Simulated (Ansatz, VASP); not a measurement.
# NaH in VASP and in Ansatz

```
Na H
1.0
     0.00000    2.41604    2.41604
     2.41604    0.00000    2.41604
     2.41604    2.41604    0.00000
Na H
1 1
Direct
  0.00000 0.00000 0.00000
  0.50000 0.50000 0.50000
```

Alike in both runs: task relaxation of cell and atoms; functional PBE; k mesh 8 × 8 × 8; no spin polarisation.

|  | VASP | Ansatz |
| --- | --- | --- |
| version | VASP 6.6.1 | Ansatz 0.2.0 |
| potentials or method | VASP PAW PBE potentials, release 64 (Na_pv, H), cutoff 500 eV | scalar-relativistic, plane waves, PAW |
| occupations | gaussian, width 0.01 eV | fixed |
| valence electrons in the cell | 8 | 10 |

Ansatz gave:

| Quantity | Value |
| --- | --- |
| gap on the k mesh at the Fermi level, each at its own relaxed structure (eV) | 3.76 |
| relaxed volume (Å³/atom) | 14.10 |
| relaxed cell length with the largest relative difference (Å) | 3.417 |

Q: What did VASP give for the same quantities?

A: gap on the k mesh at the Fermi level, each at its own relaxed structure (eV): 3.76; relaxed volume (Å³/atom): 14.07; relaxed cell length with the largest relative difference (Å): 3.414.

VASP's potentials hold 8 valence electrons a cell and Ansatz's 10, so a difference there can come from the potentials and not from the codes.
